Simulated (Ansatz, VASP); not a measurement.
# Two plane-wave programs on Na

The input POSCAR:

```
Na
1.0
    0.0000000000      2.6533633297      2.6533633297
    2.6533633297      0.0000000000      2.6533633297
    2.6533633297      2.6533633297      0.0000000000
Na
1
Direct
    0.0000000000      0.0000000000      0.0000000000
```

INCAR.step1

```
PREC = Accurate
ENCUT = 520
EDIFF = 1E-5
ISMEAR = 0
SIGMA = 0.05
LREAL = False
LASPH = True
NELM = 100
ALGO = Normal
ISIF = 2
LWAVE = True
GGA = PE
NBANDS = 10
```

The input INCAR.step2:

```
PREC = Accurate
ENCUT = 520
EDIFF = 1E-6
ISMEAR = 0
SIGMA = 0.05
LREAL = False
LASPH = True
NELM = 100
ALGO = Normal
ISIF = 2
LWAVE = False
LCHARG = True
GGA = PE
LHFCALC = True
HFSCREEN = 0.2079
PRECFOCK = Normal
LELF = True
LVHAR = True
ISTART = 1
NBANDS = 10
```

KPOINTS

```
Automatic mesh
0
Gamma
  8 8 8
```

Input for Ansatz:

```yaml
crystal:
  lattice:
    - [0.0, 2.6533633297, 2.6533633297]
    - [2.6533633297, 0.0, 2.6533633297]
    - [2.6533633297, 2.6533633297, 0.0]
  atoms:
    - { symbol: Na, position: [0.0, 0.0, 0.0] }
basis:
  ecutwfc: 420
  ecutrho_ratio: 4
kpoints:
  mp_grid: { grid: [8, 8, 8] }
hamiltonian:
  xc: hse06
scf:
  occupations: { method: gaussian, width: 0.05 }
output:
  forces: true
  stress: true
  eigenvalues: true
```

Alike in both runs: task single point; functional HSE06; k mesh 8 × 8 × 8; occupations gaussian, width 0.05 eV; no spin polarisation.

```csv
,VASP,Ansatz
version,VASP 6.6.1,Ansatz 0.2.0
potentials or method,"VASP PAW PBE potentials, release 64 (Na_pv), cutoff 520 eV","scalar-relativistic, plane waves, PAW"
valence electrons in the cell,7,9
```

|  | VASP | Ansatz | Ansatz less VASP |
| --- | --- | --- | --- |
| gap on the k mesh at the Fermi level (eV) | none | none | - |
| pressure (GPa) | 0.0 | 0.1 | +0.03 |

A gap of «none» marks a metal or a gap that the smearing closes. With one functional, cell and mesh, what is left measures potentials, basis and numerics. VASP's potentials hold 7 valence electrons a cell and Ansatz's 9, so a difference there can come from the potentials and not from the codes. Ansatz's warnings: filled band counts differ across k points, stress exchange threshold loose, stress scf threshold loose.
